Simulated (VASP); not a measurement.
Input of a VASP 6.6.1 run:

File INCAR:

```
SYSTEM = SiC
PREC     = Accurate       ! precision mode
ENCUT    = 520            ! plane-wave cutoff, eV
EDIFF    = 1E-6           ! SCF threshold, eV
ISMEAR   = 0              ! smearing method
SIGMA    = 0.01           ! smearing width, eV
LREAL    = .False.        ! projectors in reciprocal space
LASPH    = .True.         ! aspherical terms in the spheres
NELM     = 80             ! most SCF steps
ALGO     = Normal         ! electronic algorithm
ISIF     = 2              ! what is computed and relaxed
LWAVE    = .False.        ! write WAVECAR
LCHARG   = .False.        ! write CHGCAR
GGA      = PE             ! functional
NBANDS   = 16             ! bands
```

File KPOINTS:

```
regular mesh
0
Gamma
  12 12 4
  0 0 0
```

Contents of POSCAR:

```
SiC
1.0
    3.1510538071      0.0000000000      0.0000000000
   -1.5755269036      2.7288884026      0.0000000000
    0.0000000000      0.0000000000      5.1711702270
Si C
2 2
Direct
    0.3333333333      0.6666666667      0.0000000000
    0.6666666667      0.3333333333      0.5000000000
    0.3333333333      0.6666666667      0.3850000000
    0.6666666667      0.3333333333      0.8850000000
```

Potentials or basis: VASP PAW PBE potentials, release 64 (Si, C).

Command:

```bash
$ cat potpaw_PBE.64/Si/POTCAR potpaw_PBE.64/C/POTCAR > POTCAR
$ mpirun -np 1 vasp_std > vasp.out
```

(1) Predict the largest force.

(2) What does it give for the pressure?

Answers

(1) 0.646 eV/Å.

(2) -10.6 GPa.
